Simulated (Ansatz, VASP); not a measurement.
## Al19Cu: VASP beside Ansatz

```
CELL_PARAMETERS angstrom
5.71456 0.00000 0.00000
-2.85728 4.94896 0.00000
0.00000 0.00000 21.33185
ATOMIC_POSITIONS crystal
Al 0.00015 0.00008 0.28301
Al 0.00000 0.50000 0.28325
Al 0.49992 0.00008 0.28301
Al 0.49992 0.49985 0.28301
Al 0.33333 0.16667 0.39379
Al 0.33283 0.66642 0.39301
Al 0.83358 0.16717 0.39301
Al 0.83358 0.66642 0.39301
Al 0.66994 0.33497 0.50222
Al 0.66667 0.83333 0.50002
Al 0.16503 0.33497 0.50222
Al 0.16503 0.83006 0.50222
Al 0.00050 0.00025 0.60776
Al 0.49975 0.49950 0.60776
Al 0.49975 0.00025 0.60776
Al 0.32783 0.66392 0.71412
Al 0.33333 0.16667 0.71804
Al 0.83608 0.66392 0.71412
Al 0.83608 0.17217 0.71412
Cu 0.00000 0.50000 0.60452
```

Alike in both runs: task single point; functional PBE; dispersion D3(BJ); k mesh 9 × 9 × 1; occupations methfessel-paxton of order 1, width 0.1 eV; no spin polarisation.

```csv
,VASP,Ansatz
version,VASP 6.6.1,Ansatz 0.2.0
potentials or method,"VASP PAW PBE potentials, release 64 (Al, Cu), cutoff 520 eV","scalar-relativistic, plane waves, PAW"
valence electrons in the cell,68,76
```

|  | VASP | Ansatz | Ansatz less VASP |
| --- | --- | --- | --- |
| gap on the k mesh at the Fermi level (eV) | none | none | - |
| rms of the force components (eV/Å) | 0.038 | 0.038 | +0.0006 |

A gap of «none» marks a metal or a gap that the smearing closes. VASP's potentials hold 68 valence electrons a cell and Ansatz's 76, so a difference there can come from the potentials and not from the codes. Ansatz's warnings: vacuum density over bound, xc potential rough in thin density.
